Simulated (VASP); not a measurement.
# PtSeS3: relaxation of cell and atoms with PBE

PtSeS3:

```
Pt Se S
1.0
     3.89336    0.00000    0.00000
     0.00000    3.89336    0.00000
     0.00000    0.00000    7.45806
Pt Se S
1 1 3
Cartesian
  1.9467 1.9467 5.1578
  0.0000 0.0000 0.1963
  0.0000 1.9467 3.8860
  1.9467 1.9467 0.0942
  1.9467 0.0000 3.8860
```

The cell was built from a structure type or drawn by symmetry, and may not be a known phase.

```json
{"Program": "VASP 6.6.1", "Task": "relaxation of cell and atoms", "Functional": "PBE", "Potentials or basis": "VASP PAW PBE potentials, release 64 (Pt, Se, S)", "Cutoff": "600 eV", "k mesh": "10 × 10 × 6", "Occupations": "gaussian, width 0.1 eV", "Spin": "no spin polarisation", "Dipole correction": "no", "Further INCAR settings": "ALGO = Normal; EDIFF = 1e-07; IBRION = 2; EDIFFG = -0.01; NSW = 100; ISIF = 3"}
```

- Relaxed volume: 23.78 Å³/atom
- Relaxed cell: a = 3.888 Å, b = 3.888 Å, c = 7.868 Å, α = 90.00°, β = 90.00°, γ = 90.00°
- Space group after relaxing (to 0.1 Å): P4mm (No. 99)
- Energy gained by relaxing: 3.0 meV/atom
- Ionic steps: 39
- Pressure after relaxing: 0.0 GPa
- Largest force after relaxing: 0.008 eV/Å
- Band gap on the k mesh: zero (bands 17 and 18 overlap by 2.42 eV)

Forces on the atoms (eV/Å):
```
Pt   0.000  0.000 -0.003
Se   0.000  0.000  0.008
S    0.000  0.000 -0.005
S    0.000  0.000  0.005
S    0.000  0.000 -0.005
```

The path:
```csv
step,energy change (eV),largest force (eV/Å),pressure (GPa),volume (Å³)
1,0.0000,0.1597,-0.02,113.05
2,-0.0022,0.1272,0.17,113.01
3,-0.0056,0.0775,0.67,112.91
4,-0.0067,0.0690,0.58,113.09
5,-0.0091,0.0424,0.31,113.65
6,-0.0107,0.1254,-0.22,114.76
7,-0.0108,0.1111,-0.15,114.62
8,-0.0112,0.0846,-0.11,114.74
9,-0.0117,0.0375,-0.04,115.00
10,-0.0117,0.0414,-0.02,115.08
11,-0.0118,0.0384,0.02,115.04
12,-0.0119,0.0330,0.09,114.98
13,-0.0119,0.0511,0.23,114.85
14,-0.0119,0.0320,0.15,114.92
15,-0.0120,0.0304,0.14,114.94
16,-0.0121,0.0258,0.11,115.01
17,-0.0123,0.0165,0.05,115.15
18,-0.0123,0.0330,-0.07,115.42
19,-0.0124,0.0239,-0.01,115.29
20,-0.0125,0.0263,0.00,115.31
21,-0.0126,0.0326,0.04,115.35
22,-0.0128,0.0458,0.11,115.45
23,-0.0129,0.0478,0.08,115.55
24,-0.0131,0.0536,-0.03,115.86
25,-0.0129,0.0990,-0.25,116.46
26,-0.0131,0.0566,-0.09,116.02
27,-0.0132,0.0539,-0.09,116.08
28,-0.0134,0.0517,-0.07,116.26
29,-0.0138,0.0602,-0.04,116.63
30,-0.0141,0.0774,0.03,117.37
31,-0.0142,0.0844,0.05,117.65
32,-0.0145,0.0303,0.08,118.03
33,-0.0146,0.0289,0.11,118.42
34,-0.0147,0.0418,-0.10,119.00
35,-0.0147,0.0345,-0.03,118.79
36,-0.0148,0.0204,-0.02,118.84
37,-0.0149,0.0184,-0.01,118.89
38,-0.0149,0.0224,-0.01,118.91
39,-0.0149,0.0084,0.04,118.92
```

Final structure:
```
Pt Se S
1.0
     3.88778    0.00000    0.00000
     0.00000    3.88778    0.00000
     0.00000    0.00000    7.86790
Pt Se S
1 1 3
Direct
  0.50000 0.50000 0.69260
  0.00000 0.00000 0.02247
  0.00000 0.50000 0.53107
  0.50000 0.50000 0.99539
  0.50000 0.00000 0.53107
```

Levels at points of the mesh, in eV from the Fermi level:
| k point | band 13 | band 14 | band 15 | band 16 | band 17 | band 18 | band 19 | band 20 | band 21 |
| --- | --- | --- | --- | --- | --- | --- | --- | --- | --- |
| (0.00, 0.00, 0.00) | -1.52 | -1.52 | -1.46 | 0.44 | 1.61 | 1.61 | 1.97 | 2.68 | 2.68 |
| (0.50, 0.00, 0.00) | -2.09 | -1.53 | -1.11 | -1.08 | -0.84 | -0.69 | -0.63 | 0.53 | 1.14 |
| (0.50, 0.50, 0.00) | -2.37 | -2.19 | -2.19 | -1.89 | -0.63 | 2.43 | 3.20 | 3.52 | 3.52 |
| (0.00, 0.00, 0.50) | -2.13 | -1.55 | -1.55 | 0.78 | 1.61 | 1.61 | 1.98 | 2.68 | 2.68 |
| (0.50, 0.00, 0.50) | -2.12 | -1.58 | -1.11 | -1.09 | -0.82 | -0.81 | -0.66 | 0.50 | 0.85 |
| (0.50, 0.50, 0.50) | -2.28 | -2.08 | -2.08 | -1.78 | -0.71 | 2.43 | 3.20 | 3.50 | 3.50 |

It took 43 min on 1 thread of Intel(R) Xeon(R) Platinum 8559C (Emerald Rapids) (shared host), peak memory 0.46 GiB.

Caveat: spin-orbit coupling is left out, which moves the levels of the heavy elements; this functional lacks dispersion, which binds the layers, so the pressure and a relaxed spacing across them are unreliable.
